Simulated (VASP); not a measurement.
# Au (Fm-3m) in VASP: notebook, part 2 of 2

VASP 6.6.1. Earlier steps stand in the parts before.

## 4. Electric field gradients, LDA

This run uses another cell than the first one, of 18.14 Å³/atom, 1.020 times its volume.

Input file INCAR:

```
ALGO     = Normal         # electronic algorithm
EDIFF    = 1E-8           # SCF threshold, eV
ENCUT    = 520            # plane-wave cutoff, eV
ISIF     = 2              # what is computed and relaxed
ISMEAR   = -1             # smearing method
LASPH    = True           # aspherical terms in the spheres
LCHARG   = False          # write CHGCAR
LEFG     = True         
LREAL    = False          # projectors in reciprocal space
LWAVE    = False          # write WAVECAR
NBANDS   = 12             # bands
NELM     = 80             # most SCF steps
PREC     = Accurate       # precision mode
SIGMA    = 0.03           # smearing width, eV
```

Input file KPOINTS:

```
k-points
0
Gamma
  15 15 15
```

Input file POSCAR:

```
Au
1.0
    0.0000000000      2.0856442657      2.0856442657
    2.0856442657      0.0000000000      2.0856442657
    2.0856442657      2.0856442657      0.0000000000
Au
1
Direct
    0.0000000000      0.0000000000      0.0000000000
```

Potentials or basis: VASP PAW LDA potentials, release 64 (Au).

On the command line:

```
$ cat potpaw_LDA.64/Au/POTCAR > POTCAR
$ mpirun -np 1 vasp_std > vasp.out
```

OUTCAR:

```text
EDIFF = 1E-8
   ENCUT = 520
   ISIF = 2
   ISMEAR = -1
   LASPH = True
   LREAL = False
   NELM = 80
   PREC = Accurate

 ion  position               nearest neighbor table
   1  0.000  0.000  0.000-

  LATTYP: Found a face centered cubic cell.
 ALAT       =     4.1712885314

  Lattice vectors:

 A1 = (   0.0000000000,   2.0856442657,   2.0856442657)
 A2 = (   2.0856442657,   0.0000000000,   2.0856442657)
 A3 = (   2.0856442657,   2.0856442657,   0.0000000000)

Analysis of symmetry for initial positions (statically):
=====================================================================
 Subroutine PRICEL returns:
 Original cell was already a primitive cell.

 Routine SETGRP: Setting up the symmetry group for a
 face centered cubic supercell.

 Subroutine GETGRP returns: Found 48 space group operations
 (whereof 48 operations were pure point group operations)
 out of a pool of 48 trial point group operations.

The static configuration has the point symmetry O_h .

Analysis of symmetry for dynamics (positions and initial velocities):
=====================================================================
 Subroutine PRICEL returns:
 Original cell was already a primitive cell.

 Routine SETGRP: Setting up the symmetry group for a
 face centered cubic supercell.

 Subroutine GETGRP returns: Found 48 space group operations
 (whereof 48 operations were pure point group operations)
 out of a pool of 48 trial point group operations.

The dynamic configuration has the point symmetry O_h .

 Subroutine INISYM returns: Found 48 space group operations
[... 159 lines left out ...]
      8      26.4042      0.00000
      9      26.4042      0.00000
     10      26.4042      0.00000
     11      31.2429      0.00000
     12      35.1548      0.00000
[... 331 lines left out ...]
 k-point    24 :       0.2000    0.1333    0.0000
  band No.  band energies     occupation
      1       0.2374      2.00000
      2       3.3584      2.00000
      3       4.3264      2.00000
      4       4.3695      2.00000
      5       4.8167      2.00000
      6       5.5016      2.00000
      7      22.8576      0.00000
      8      24.1323      0.00000
      9      24.8646      0.00000
     10      26.0751      0.00000
     11      28.9289      0.00000
     12      32.2078      0.00000

 [... further k-points ...]

------------------------ aborting loop because EDIFF is reached ----------------------------------------

  FORCE on cell =-STRESS in cart. coord.  units (eV):
  Direction    XX          YY          ZZ          XY          YZ          ZX
  --------------------------------------------------------------------------------------
  -------------------------------------------------------------------------------------
  Total       -1.4997550     -1.4997550     -1.4997550      0.0000000      0.0000000     -0.0000000
  in kB     -132.4281155   -132.4281155   -132.4281155      0.0000000      0.0000000     -0.0000000
  external PRESSURE =    -132.4281155 kB  Pullay stress =       0.0000000 kB

 VOLUME and BASIS-vectors are now :
 -----------------------------------------------------------------------------
  energy-cutoff  :      520.00
  volume of cell :       18.14
      direct lattice vectors                 reciprocal lattice vectors
     0.000000000  2.085644266  2.085644266    -0.239734076  0.239734076  0.239734076
     2.085644266  0.000000000  2.085644266     0.239734076 -0.239734076  0.239734076
     2.085644266  2.085644266  0.000000000     0.239734076  0.239734076 -0.239734076

 POSITION                                       TOTAL-FORCE (eV/Angst)
 -----------------------------------------------------------------------------------
      0.00000      0.00000      0.00000         0.000000      0.000000     -0.000000
 -----------------------------------------------------------------------------------
    total drift:                                0.000000      0.000000     -0.000000

  FREE ENERGIE OF THE ION-ELECTRON SYSTEM (eV)
  ---------------------------------------------------
  free  energy   TOTEN  =        -4.3765897845 eV

  energy  without entropy=       -4.3750886869  energy(sigma->0) =       -4.37583924

 Electric field gradients (V/A^2)
---------------------------------------------------------------------
 ion       V_xx      V_yy      V_zz      V_xy      V_xz      V_yz
---------------------------------------------------------------------
   1       0.000     0.000    -0.000    -0.000    -0.000    -0.000
---------------------------------------------------------------------

 Electric field gradients after diagonalization (V/A^2)
 (convention: |V_zz| > |V_xx| > |V_yy|)
----------------------------------------------------------------------
 ion       V_xx      V_yy      V_zz     asymmetry (V_yy - V_xx)/ V_zz
----------------------------------------------------------------------
   1       0.000     0.000    -0.001       0.000
----------------------------------------------------------------------

           NMR quadrupolar parameters

 Cq : quadrupolar parameter    Cq=e*Q*V_zz/h
 eta: asymmetry parameters     (V_yy - V_xx)/ V_zz
 Q  : nuclear electric quadrupole moment in mb (millibarn)
----------------------------------------------------------------------
 ion       Cq(MHz)       eta       Q (mb)
----------------------------------------------------------------------
   1      -0.000       0.000       1.000
----------------------------------------------------------------------
```

OSZICAR:

```text
N       E                     dE             d eps       ncg     rms          rms(c)
DAV:   1     0.481447263871E+02    0.48145E+02   -0.54887E+03  2976   0.810E+02
DAV:   2    -0.399716885287E+01   -0.52142E+02   -0.49174E+02  3360   0.185E+02
DAV:   3    -0.470402206343E+01   -0.70685E+00   -0.70615E+00  3472   0.208E+01
DAV:   4    -0.470647209453E+01   -0.24500E-02   -0.24499E-02  3452   0.141E+00
DAV:   5    -0.470649089091E+01   -0.18796E-04   -0.18795E-04  3516   0.118E-01    0.791E+00
DAV:   6    -0.439673487045E+01    0.30976E+00   -0.93180E-01  3120   0.750E+00    0.510E+00
DAV:   7    -0.437968313591E+01    0.17052E-01   -0.45559E-02  3420   0.164E+00    0.268E+00
DAV:   8    -0.437659158118E+01    0.30916E-02   -0.10493E-03  3332   0.319E-01    0.230E-01
DAV:   9    -0.437658962000E+01    0.19612E-05   -0.73077E-06  3420   0.211E-02    0.166E-02
DAV:  10    -0.437658978699E+01   -0.16698E-06   -0.10449E-06  3500   0.759E-03    0.220E-03
DAV:  11    -0.437658978448E+01    0.25046E-08   -0.29305E-08  3440   0.127E-03
   1 F= -.43765898E+01 E0= -.43758392E+01  d E =-.150110E-02
```

stdout:

```text
POSCAR found type information on POSCAR Au
 POSCAR found :  1 types and       1 ions
 scaLAPACK will be used
 LDA part: xc-table for (Slater(with rela. corr.)+CA(PZ))
 , standard interpolation
 POSCAR, INCAR and KPOINTS ok, starting setup
 FFT: planning ... GRIDC
 FFT: planning ... GRID_SOFT
 FFT: planning ... GRID
 WAVECAR not read
 entering main loop
ion   1
```

It took 6.7 s on 1 thread of Intel Xeon 6975P-C (Granite Rapids), shared host; peak memory 0.14 GiB.

Results:

* Free energy: -4.3766 eV
* Pressure: -13.2 GPa

Caveat: without QUAD_EFG the Cq values of the log hold for a quadrupole moment of 1 mb, not for the nuclei.
